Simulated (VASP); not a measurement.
# WS2: single point with LDA

Slab: WS2, a slab with vacuum.

```
CELL_PARAMETERS angstrom
3.18352 0.00000 0.00000
-1.59176 2.75701 0.00000
0.00000 0.00000 16.95058
ATOMIC_POSITIONS crystal
W 0.00000 0.00000 0.00000
S 0.33333 0.66667 0.09200
S 0.33333 0.66667 0.90800
```

```json
{"Program": "VASP 6.6.1", "Task": "single point", "Functional": "LDA", "Potentials or basis": "VASP PAW LDA potentials, release 64 (W_sv, S)", "Cutoff": "520 eV", "k mesh": "10 × 10 × 2", "Occupations": "fermi-dirac, width 0.05 eV", "Spin": "no spin polarisation"}
```

```yaml
Largest_force: 0.358 eV/Å
Band_gap_on_the_k_mesh: 1.99 eV, indirect (least direct gap 2.15 eV)
```

Forces on the atoms (eV/Å):
```
W    0.000  0.000  0.000
S    0.000  0.000 -0.358
S    0.000  0.000  0.358
```

Levels at points of the mesh, in eV from the valence-band top:
```tsv
k point	band 11	band 12	band 13	band 14	band 15	band 16
(0.00, 0.00, 0.00)	-1.63	-1.63	0.00	2.90	2.90	3.10
(0.50, 0.00, 0.00)	-2.04	-1.22	-0.87	2.82	3.29	4.04
(0.00, 0.00, 0.50)	-1.63	-1.63	0.00	2.90	2.90	3.10
(0.50, 0.00, 0.50)	-2.04	-1.22	-0.87	2.82	3.29	4.04
```

Wall time 63 s on 1 thread of AMD EPYC 9R45 96-Core Processor (Zen 5), with other jobs on the host, peak memory 0.21 GiB.

Caveat: spin-orbit coupling is left out, which moves the levels of the heavy elements.
